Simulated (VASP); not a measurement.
# BN (C2) in VASP: single point with PBE+D3(BJ)

Aim: the single point of BN with PBE+D3(BJ).

Everything below comes from runs of VASP 6.6.1. Logs are shortened: lines on timing, memory, paths and dates and some standing lists are left out, and cuts for length are marked.

**1. The cell of the first run**

Symmetry: C2, No. 5, monoclinic system. The conventional cell has a = 3.567 Å, b = 17.351 Å, c = 2.508 Å, α = 90.00°, β = 110.58°, γ = 90.00°. B (site symmetry 2) has 3 N at 1.45 Å within 1.9 Å. Within 1.9 Å of B (site symmetry 2) lie 2 N at 1.45 Å. Within 1.9 Å of B (site symmetry 2) lie 3 N at 1.45 Å. Within 1.9 Å of B (site symmetry 2) lie 3 N at 1.45 Å. N (site symmetry 2) has 3 B at 1.45 Å within 1.9 Å. Within 1.9 Å of N (site symmetry 2) lie 3 B at 1.45 Å. N (site symmetry 2) has 3 B at 1.45 Å within 1.9 Å. N (site symmetry 2) has 2 B at 1.45 Å within 1.9 Å.

**2. Single point, PBE+D3(BJ) (the part above a cut slid along it)**

File INCAR:

```
PREC = Accurate ; ENCUT = 520
EDIFF = 1E-6 ; ISMEAR = 0
SIGMA = 0.05 ; LREAL = F
LASPH = T ; NELM = 60
ALGO = Normal ; ISIF = 2
LWAVE = F ; LCHARG = F
GGA = PE ; IVDW = 12
ISYM = 0 ; NBANDS = 26
```

File KPOINTS:

```
regular mesh
0
Gamma
  7 9 3
```

File POSCAR:

```
BN
1.0
    1.2538424667     -3.3394821656      0.0000000000
    2.5076849335      0.0000000000      0.0000000000
    0.6269212334     -1.6697410828      8.6753276438
B N
4 4
Direct
   -0.4166767184      0.0000000000      0.8333534369
   -0.0416767184      0.5000000000      0.0833534369
   -0.1666767184      0.0000000000      0.3333534369
   -0.2916767184      0.5000000000      0.5833534369
   -0.0832982790      0.0000000000      0.1665965581
   -0.2082982790      0.5000000000      0.4165965581
   -0.3332982790      0.0000000000      0.6665965581
   -0.4582982790      0.5000000000      0.9165965581
```

Potentials or basis: VASP PAW PBE potentials, release 64 (B, N).

Command:

```bash
> cat potpaw_PBE.64/B/POTCAR potpaw_PBE.64/N/POTCAR > POTCAR
> mpirun -np 1 vasp_std > vasp.out
```

OUTCAR:

```text
PREC = Accurate
   ENCUT = 520
   EDIFF = 1E-6
   ISMEAR = 0
   LREAL = F
   LASPH = T
   NELM = 60
   ISIF = 2
   GGA = PE
   IVDW = 12
   ISYM = 0
 IVDW          = 12

 ion  position               nearest neighbor table
   1  0.583  0.000  0.833-   7 1.45   8 1.45   8 1.45
   2  0.958  0.500  0.083-   5 1.45   5 1.45
   3  0.833  0.000  0.333-   5 1.45   6 1.45   6 1.45
   4  0.708  0.500  0.583-   6 1.45   7 1.45   7 1.45
   5  0.917  0.000  0.167-   3 1.45   2 1.45   2 1.45
   6  0.792  0.500  0.417-   4 1.45   3 1.45   3 1.45
   7  0.667  0.000  0.667-   1 1.45   4 1.45   4 1.45
   8  0.542  0.500  0.917-   1 1.45   1 1.45

IMPORTANT INFORMATION: All symmetrisations will be switched off!
NOSYMM: (Re-)initialisation of all symmetry stuff for point group C_1.

----------------------------------------------------------------------------------------

                                     Primitive cell

  volume of cell :      72.6504

  direct lattice vectors                    reciprocal lattice vectors
     1.253842467 -3.339482166  0.000000000     0.000000000 -0.299447624 -0.057634711
     2.507684934  0.000000000  0.000000000     0.398774179  0.149723812 -0.000000000
     0.626921233 -1.669741083  8.675327644     0.000000000  0.000000000  0.115269422

  length of vectors
     3.567108362  2.507684934  8.856770023     0.304943666  0.425955474  0.115269422

  position of ions in fractional coordinates (direct lattice)
     0.583323282  1.000000000  0.833353437
     0.958323282  0.500000000  0.083353437
     0.833323282  1.000000000  0.333353437
     0.708323282  0.500000000  0.583353437
     0.916701721  1.000000000  0.166596558
     0.791701721  0.500000000  0.416596558
     0.666701721  1.000000000  0.666596558
     0.541701721  0.500000000  0.916596558

  ion indices of the primitive-cell ions
   primitive index   ion index
                 1           1
                 2           2
                 3           3
                 4           4
                 5           5
                 6           6
                 7           7
                 8           8

----------------------------------------------------------------------------------------

 KPOINTS: regular mesh

Automatic generation of k-mesh.
 Grid dimensions read from file:
[... 89 lines left out ...]
   EDIFFG = 0.1E-04   stopping-criterion for IOM
   NSW    =      0    number of steps for IOM
   IBRION =     -1    ionic relax: 0-MD 1-quasi-New 2-CG
   NFREE  =      0    steps in history (QN), initial steepest desc. (CG)
   ISIF   =      2    stress and relaxation
   ISYM   =      0    0-nonsym 1-usesym 2-fastsym
   POTIM  = 0.5000    time-step for ionic-motion
   TEBEG  =    0.0;   TEEND  =   0.0 temperature during run
   PSTRESS=    0.0 pullay stress
   NELECT =      32.0000    total number of electrons
   NUPDOWN=      -1.0000    fix difference up-down
   EMIN   =  10.00;   EMAX   =-10.00  energy-range for DOS
   EFERMI =   0.00;   METHOD = LEGACY
   ISMEAR =     0;   SIGMA  =   0.05  broadening in eV -4-tet -1-fermi 0-gaus
   EFERMI_NEDOS =   21; number of points for ismear=-14 and -15
   IALGO  =     38    algorithm
   IMIX   =      4    mixing-type and parameters
     AMIX     =   0.40;   BMIX     =  1.00
     AMIX_MAG =   1.60;   BMIX_MAG =  1.00
  volume/ion in A,a.u.               =       9.08        61.28
  Fermi-wavevector in a.u.,A,eV,Ry     =   1.245601  2.353844 21.109725  1.551521
  Thomas-Fermi vector in A             =   2.379816
   LORBIT       =      0    0 simple, 1 ext, 2 COOP (PROOUT), +10 PAW based schemes
   GGA     = PE    functional components
   LHFCALC =     F    Hartree Fock is set to
   AEXX    =    0.0000 exact exchange contribution
   IVDW    =    12    specifies the selected vdW correction
   LEPSILON=     F    determine dielectric tensor
   LRPA    =     F    only Hartree local field effects (RPA)
 non-spin polarized calculation
 Gauss-broadening in eV      SIGMA  =   0.05
  energy-cutoff  :      520.00
  volume of cell :       72.65
 maximum number of plane-waves:      1995
   NGX = 13   NGY =  9   NGZ = 33

 number of electron      32.0000002 magnetization

 Free energy of the ion-electron system (eV)
  ---------------------------------------------------
  ext. energy  EPLUGINS =         0.00000000
  ---------------------------------------------------
  free energy    TOTEN  =       -66.97862138 eV

  energy without entropy =      -66.97862138  energy(sigma->0) =      -66.97862138

 E-fermi :   2.9277     XC(G=0): -10.1933

 val. band max:        2.6336357763   @ k =  -0.1429  -0.3333   0.3333
 cond. band min:       5.0627087763   @ k =   0.0000   0.4444  -0.0000
 fundamental gap:      2.4290730000
 Fermi energy:         2.9276688368

 k-point     1 :       0.0000    0.0000    0.0000
  band No.  band energies     occupation
      1     -15.5010      2.00000
      2     -14.4836      2.00000
      3     -13.7353      2.00000
      4     -11.8897      2.00000
      5      -6.4378      2.00000
      6      -3.3381      2.00000
[... 685 lines left out ...]
     25      15.1491      0.00000
     26      15.8783      0.00000

 [... further k-points ...]

------------------------ aborting loop because EDIFF is reached ----------------------------------------

 Edisp (eV)   -1.19295

 E8    (eV) :    -0.3510

  FORCE on cell =-STRESS in cart. coord.  units (eV):
  Direction    XX          YY          ZZ          XY          YZ          ZX
  --------------------------------------------------------------------------------------
  -------------------------------------------------------------------------------------
  Total      -1.15558    -4.38502    -1.20725     4.01705    -0.00013     0.00001
  in kB     -25.48420   -96.70394   -26.62375    88.58906    -0.00278     0.00027
  external pressure =      -49.60 kB  Pullay stress =        0.00 kB

 VOLUME and BASIS-vectors are now :
 -----------------------------------------------------------------------------
  energy-cutoff  :      520.00
  volume of cell :       72.65
      direct lattice vectors                 reciprocal lattice vectors
     1.253842467 -3.339482166  0.000000000     0.000000000 -0.299447624 -0.057634711
     2.507684934  0.000000000  0.000000000     0.398774179  0.149723812 -0.000000000
     0.626921233 -1.669741083  8.675327644     0.000000000  0.000000000  0.115269422

 POSITION                                       TOTAL-FORCE (eV/Angst)
 -----------------------------------------------------------------------------------
      1.25384     -3.33948      7.22961        -0.000032      0.000002      0.437516
      2.50768     -3.33948      0.72312        -0.000030      0.000019      0.145675
      1.25384     -3.33948      2.89195        -0.000015     -0.000002      0.561558
      2.50768     -3.33948      5.06078        -0.000023     -0.000006      0.350496
      1.25384     -3.33948      1.44528         0.000025      0.000027     -1.482102
      2.50768     -3.33948      3.61411         0.000020     -0.000036     -0.466607
      1.25384     -3.33948      5.78294         0.000033      0.000048     -0.621561
      2.50768     -3.33948      7.95178         0.000023     -0.000053      1.075025
 -----------------------------------------------------------------------------------
    total drift:                                0.000241     -0.000027     -0.000280

  FREE ENERGIE OF THE ION-ELECTRON SYSTEM (eV)
  ---------------------------------------------------
  free  energy   TOTEN  =       -68.1715713049 eV

  energy  without entropy=      -68.1715713049  energy(sigma->0) =      -68.17157130
```

Run time: 3.8 min. Hardware: 1 thread of Intel Xeon 8259CL, shared host; peak memory 0.28 GiB.

What came out:

```yaml
Free_energy: -68.1716 eV
Pressure: -5.0 GPa
Largest_force: 1.482 eV/Å
Band_gap_on_the_k_mesh: 2.43 eV (least direct gap 2.72 eV)
Dispersion_energy_per_atom: -0.149 eV
```

Forces in eV/Å, atoms in the order of the input:
```
B    0.000  0.000  0.438
B    0.000  0.000  0.146
B    0.000  0.000  0.562
B    0.000  0.000  0.350
N    0.000  0.000 -1.482
N    0.000  0.000 -0.467
N    0.000  0.000 -0.622
N    0.000  0.000  1.075
```

Levels at points of the mesh, in eV from the valence-band top:
```csv
k point,band 12,band 13,band 14,band 15,band 16,band 17,band 18,band 19,band 20,band 21
"(0.00, 0.00, 0.00)",-2.72,-1.76,-1.73,-1.22,-0.59,2.84,5.44,6.63,6.93,7.43
```

Caveat: the cell differs from its parent crystal (the part above a cut slid along it); the stress differs along the axes, from -10 to -3 GPa; forces of over 1 eV/Å act on the atoms, so gaps and moduli don't describe the material at rest. A k mesh can miss the band edges.
